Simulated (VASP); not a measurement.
# CuH6Os (Fm-3m) in VASP: relaxation of cell and atoms with PBE

Aim: the relaxation of cell and atoms of CuH6Os with PBE.

Program: VASP 6.6.1. These are calculated values, not measurements. Logs are shortened: lines on timing, memory, paths and dates and some standing lists are left out, and cuts for length are marked.

**1. The cell of the first run**

The structure is cubic, space group Fm-3m (No. 225). Conventional cell: a = 6.689 Å, b = 6.689 Å, c = 6.689 Å, α = 90.00°, β = 90.00°, γ = 90.00°. Cu (site symmetry m-3m) has 6 H at 1.63 Å within 2.2 Å. H (site symmetry 4mm) has 1 Cu at 1.63 Å and 1 Os at 1.72 Å within 2.2 Å. Os (site symmetry m-3m) has 6 H at 1.72 Å within 2.3 Å.

**2. Relaxation of cell and atoms, PBE, collinear spin**

INCAR

```
SYSTEM = CuH6Os
  PREC = Accurate
  ENCUT = 600
  EDIFF = 1E-7
  ISMEAR = 0
  SIGMA = 0.1
  LREAL = .False.
  LASPH = .True.
  NELM = 150
  ALGO = Normal
  ISIF = 3
  LWAVE = .False.
  LCHARG = .False.
  ISPIN = 2
  MAGMOM = 0.18 0 0 0 0 0 0 0.84
  LORBIT = 11
  LMAXMIX = 4
  GGA = PE
  IBRION = 2
  NSW = 100
  EDIFFG = -0.01
```

KPOINTS

```
regular mesh
0
Gamma
  10 10 10
  0 0 0
```

POSCAR

```
CuH6Os
1.0
    0.0000000000      3.3446129234      3.3446129234
    3.3446129234      0.0000000000      3.3446129234
    3.3446129234      3.3446129234      0.0000000000
Cu H Os
1 6 1
Direct
    0.0000000000      0.0000000000      0.0000000000
    0.7569965276      0.2430034724      0.2430034724
    0.2430034724      0.7569965276      0.7569965276
    0.2430034724      0.7569965276      0.2430034724
    0.7569965276      0.2430034724      0.7569965276
    0.2430034724      0.2430034724      0.7569965276
    0.7569965276      0.7569965276      0.2430034724
    0.5000000000      0.5000000000      0.5000000000
```

Potentials or basis: VASP PAW PBE potentials, release 64 (Cu, H, Os).

The run is started by

```sh
$ cat potpaw_PBE.64/Cu/POTCAR potpaw_PBE.64/H/POTCAR potpaw_PBE.64/Os/POTCAR > POTCAR
$ mpirun -np 1 vasp_std > vasp.out
```

OUTCAR:

```text
SYSTEM = CuH6Os
   PREC = Accurate
   ENCUT = 600
   EDIFF = 1E-7
   ISMEAR = 0
   LREAL = .False.
   LASPH = .True.
   NELM = 150
   ISIF = 3
   ISPIN = 2
   LORBIT = 11
   GGA = PE
   IBRION = 2
   NSW = 100
   EDIFFG = -0.01

 ion  position               nearest neighbor table
   1  0.000  0.000  0.000-   2 1.63   3 1.63   4 1.63   5 1.63   6 1.63   7 1.63
   2  0.757  0.243  0.243-   1 1.63   8 1.72
   3  0.243  0.757  0.757-   1 1.63   8 1.72
   4  0.243  0.757  0.243-   1 1.63   8 1.72
   5  0.757  0.243  0.757-   1 1.63   8 1.72
   6  0.243  0.243  0.757-   1 1.63   8 1.72
   7  0.757  0.757  0.243-   1 1.63   8 1.72
   8  0.500  0.500  0.500-   2 1.72   3 1.72   4 1.72   5 1.72   6 1.72   7 1.72

  LATTYP: Found a face centered cubic cell.
 ALAT       =     6.6892258468

  Lattice vectors:

 A1 = (   0.0000000000,   3.3446129234,   3.3446129234)
 A2 = (   3.3446129234,   0.0000000000,   3.3446129234)
 A3 = (   3.3446129234,   3.3446129234,   0.0000000000)

Analysis of symmetry for initial positions (statically):
=====================================================================
 Subroutine PRICEL returns:
 Original cell was already a primitive cell.

 Routine SETGRP: Setting up the symmetry group for a
 face centered cubic supercell.

 Subroutine GETGRP returns: Found 48 space group operations
 (whereof 48 operations were pure point group operations)
 out of a pool of 48 trial point group operations.

The static configuration has the point symmetry O_h .

Analysis of symmetry for dynamics (positions and initial velocities):
=====================================================================
 Subroutine PRICEL returns:
 Original cell was already a primitive cell.

 Routine SETGRP: Setting up the symmetry group for a
 face centered cubic supercell.

 Subroutine GETGRP returns: Found 48 space group operations
 (whereof 48 operations were pure point group operations)
 out of a pool of 48 trial point group operations.

The dynamic configuration has the point symmetry O_h .

Analysis of structural, dynamic, and magnetic symmetry:
=====================================================================
 Subroutine PRICEL returns:
 Original cell was already a primitive cell.

 Routine SETGRP: Setting up the symmetry group for a
 face centered cubic supercell.

 Subroutine GETGRP returns: Found 48 space group operations
 (whereof 48 operations were pure point group operations)
 out of a pool of 48 trial point group operations.

The overall configuration has the point symmetry O_h .

 Subroutine INISYM returns: Found 48 space group operations
 (whereof 48 operations are pure point group operations),
 and found     1 'primitive' translations
[... 132 lines left out ...]
   GGA     = PE    functional components
   LHFCALC =     F    Hartree Fock is set to
   AEXX    =    0.0000 exact exchange contribution
   IVDW    =     0    specifies the selected vdW correction
   LEPSILON=     F    determine dielectric tensor
   LRPA    =     F    only Hartree local field effects (RPA)
 conjugate gradient relaxation of ions
 spin polarized calculation
 Gauss-broadening in eV      SIGMA  =   0.10
  energy-cutoff  :      600.00
  volume of cell :       74.83
 maximum number of plane-waves:      2533
 NGX is ok and might be reduce to    40
   NGX = 19   NGY = 19   NGZ = 19

--------------------------------------- Ionic step        1  -------------------------------------------

 number of electron      25.0000000 magnetization       1.6353461

 Free energy of the ion-electron system (eV)
  ---------------------------------------------------
  ext. energy  EPLUGINS =         0.00000000
  ---------------------------------------------------
  free energy    TOTEN  =       -30.10083210 eV

  energy without entropy =      -30.06362773  energy(sigma->0) =      -30.08222991

------------------------ aborting loop because EDIFF is reached ----------------------------------------

  FORCE on cell =-STRESS in cart. coord.  units (eV):
  Direction    XX          YY          ZZ          XY          YZ          ZX
  --------------------------------------------------------------------------------------
  -------------------------------------------------------------------------------------
  Total        0.8237740      0.8237740      0.8237740      0.0000000      0.0000000      0.0000000
  in kB       17.6380702     17.6380702     17.6380702      0.0000000      0.0000000      0.0000000
  external PRESSURE =      17.6380702 kB  Pullay stress =       0.0000000 kB
[... 239 lines left out ...]
--------------------------------------- Ionic step        7  -------------------------------------------

 number of electron      25.0000011 magnetization       1.6903215

 Free energy of the ion-electron system (eV)
  ---------------------------------------------------
  ext. energy  EPLUGINS =         0.00000000
  ---------------------------------------------------
  free energy    TOTEN  =       -30.10984478 eV

  energy without entropy =      -30.07039068  energy(sigma->0) =      -30.09011773

 E-fermi :   0.2363     XC(G=0):  -9.0176

 val. band max:        0.2361069484   @ k =  -0.3000   0.4000   0.1000
 cond. band min:       0.2370297239   @ k =   0.2000   0.1000   0.0000
 fundamental gap:      0.0009227756
 Fermi energy:         0.2363135453

 spin component 1

 k-point     1 :       0.0000    0.0000    0.0000
  band No.  band energies     occupation
      1      -8.1242      1.00000
      2      -5.4035      1.00000
      3      -5.4034      1.00000
      4      -2.8167      1.00000
      5      -2.8167      1.00000
      6      -2.8167      1.00000
[... 493 lines left out ...]
     17       8.0858      0.00000
     18       8.6913      0.00000

 [... further k-points ...]

 spin component 2

 k-point     1 :       0.0000    0.0000    0.0000
  band No.  band energies     occupation
      1      -7.9632      1.00000
      2      -5.2255      1.00000
      3      -5.2255      1.00000
      4      -2.7677      1.00000
      5      -2.7677      1.00000
      6      -2.7677      1.00000
[... 530 lines left out ...]
  FREE ENERGIE OF THE ION-ELECTRON SYSTEM (eV)
  ---------------------------------------------------
  free  energy   TOTEN  =       -30.1098447795 eV

  energy  without entropy=      -30.0703906809  energy(sigma->0) =      -30.09011773

 reached required accuracy - stopping structural energy minimisation

 total charge

# of ion       s       p       d       tot
------------------------------------------
    1        0.438   0.473   9.104  10.015
    2        0.548   0.019   0.000   0.567
    3        0.548   0.019   0.000   0.567
    4        0.548   0.019   0.000   0.567
    5        0.548   0.019   0.000   0.567
    6        0.548   0.019   0.000   0.567
    7        0.548   0.019   0.000   0.567
    8        0.654   0.576   5.937   7.167
--------------------------------------------------
tot          4.383   1.162  15.041  20.586

 magnetization (x)

# of ion       s       p       d       tot
------------------------------------------
    1       -0.003  -0.008   0.015   0.004
    2       -0.003   0.002   0.000  -0.001
    3       -0.003   0.002   0.000  -0.001
    4       -0.003   0.002   0.000  -0.001
    5       -0.003   0.002   0.000  -0.001
    6       -0.003   0.002   0.000  -0.001
    7       -0.003   0.002   0.000  -0.001
    8        0.020   0.029   1.528   1.578
--------------------------------------------------
tot          0.001   0.031   1.542   1.575
```

CONTCAR:

```text
CuH6Os
   1.00000000000000
     0.0000000000000000    3.3717443339324311    3.3717443339324311
     3.3717443339324311   -0.0000000000000000    3.3717443339324311
     3.3717443339324311    3.3717443339324311   -0.0000000000000000
  Cu              H               Os
     1     6     1
Direct
     0.0000000000000000    0.0000000000000000    0.0000000000000000
     0.7564132935639098    0.2435867064360901    0.2435867064360901
     0.2435867064360901    0.7564132935639098    0.7564132935639098
     0.2435867064360901    0.7564132935639098    0.2435867064360901
     0.7564132935639098    0.2435867064360901    0.7564132935639098
     0.2435867064360901    0.2435867064360901    0.7564132935639098
     0.7564132935639098    0.7564132935639098    0.2435867064360901
     0.5000000000000000    0.5000000000000000    0.5000000000000000

  0.00000000E+00  0.00000000E+00  0.00000000E+00
  0.00000000E+00  0.00000000E+00  0.00000000E+00
  0.00000000E+00  0.00000000E+00  0.00000000E+00
  0.00000000E+00  0.00000000E+00  0.00000000E+00
  0.00000000E+00  0.00000000E+00  0.00000000E+00
  0.00000000E+00  0.00000000E+00  0.00000000E+00
  0.00000000E+00  0.00000000E+00  0.00000000E+00
  0.00000000E+00  0.00000000E+00  0.00000000E+00
```

Wall time 30 min (1 thread of Intel Xeon 8259CL, shared host); peak memory 0.39 GiB.

What came out:

* Free energy: -30.1098 eV
* Relaxed volume: 9.58 Å³/atom
* Relaxed cell: a = 4.768 Å, b = 4.768 Å, c = 4.768 Å, α = 60.00°, β = 60.00°, γ = 60.00°
* Space group after relaxing (to 0.1 Å): Fm-3m (No. 225)
* Energy gained by relaxing: 1.1 meV/atom
* Ionic steps: 7
* Pressure after relaxing: -0.1 GPa
* Net moment: 1.69 μB per cell
* Site moments: Cu +0.00; H -0.00; Os +1.58 μB
* Valence electrons inside the program's atomic spheres: Cu 10.02; H 0.57; Os 7.17

Forces in eV/Å, atoms in the order of the input:
```
Cu   0.000  0.000  0.000
H    0.002  0.000  0.000
H   -0.002  0.000  0.000
H    0.000  0.002  0.000
H    0.000 -0.002  0.000
H    0.000  0.000  0.002
H    0.000  0.000 -0.002
Os   0.000  0.000  0.000
```

Step by step:
```tsv
step	energy change (eV)	largest force (eV/Å)	pressure (GPa)	volume (Å³)
1	0.0000	0.0110	1.76	74.83
2	-0.0074	0.0472	0.48	75.95
3	-0.0079	0.0798	-0.17	76.60
4	-0.0080	0.0693	0.09	76.40
5	-0.0080	0.0720	-0.03	76.44
6	-0.0090	0.0170	-0.04	76.62
7	-0.0090	0.0022	-0.08	76.66
```

Final structure:
```
Cu H Os
1.0
     0.00000    3.37174    3.37174
     3.37174    0.00000    3.37174
     3.37174    3.37174    0.00000
Cu H Os
1 6 1
Direct
  0.00000 0.00000 0.00000
  0.75641 0.24359 0.24359
  0.24359 0.75641 0.75641
  0.24359 0.75641 0.24359
  0.75641 0.24359 0.75641
  0.24359 0.24359 0.75641
  0.75641 0.75641 0.24359
  0.50000 0.50000 0.50000
```

Levels at points of the mesh, in eV from the Fermi level:
Spin up:
```tsv
k point	band 12	band 13	band 14	band 15	band 16	band 17
(0.00, 0.00, 0.00)	-1.27	-1.27	-1.27	3.55	8.20	8.20
(0.50, 0.00, 0.00)	-1.20	1.14	1.14	3.99	4.00	5.64
(0.50, 0.50, 0.00)	-1.40	-1.03	-1.03	1.14	7.73	8.38
```
Spin down:
```tsv
k point	band 8	band 9	band 10	band 11	band 12	band 13	band 14	band 15	band 16	band 17
(0.00, 0.00, 0.00)	-2.00	-2.00	-1.90	-1.90	-0.12	-0.12	-0.12	3.95	8.47	8.47
(0.50, 0.00, 0.00)	-2.92	-2.92	-0.11	0.03	0.03	1.26	1.26	4.31	4.31	5.86
(0.50, 0.50, 0.00)	-2.67	-2.67	-1.88	-1.75	-0.33	0.24	0.24	1.56	8.04	8.48
```

Caveat: spin-orbit coupling is left out, which moves the levels of the heavy elements.
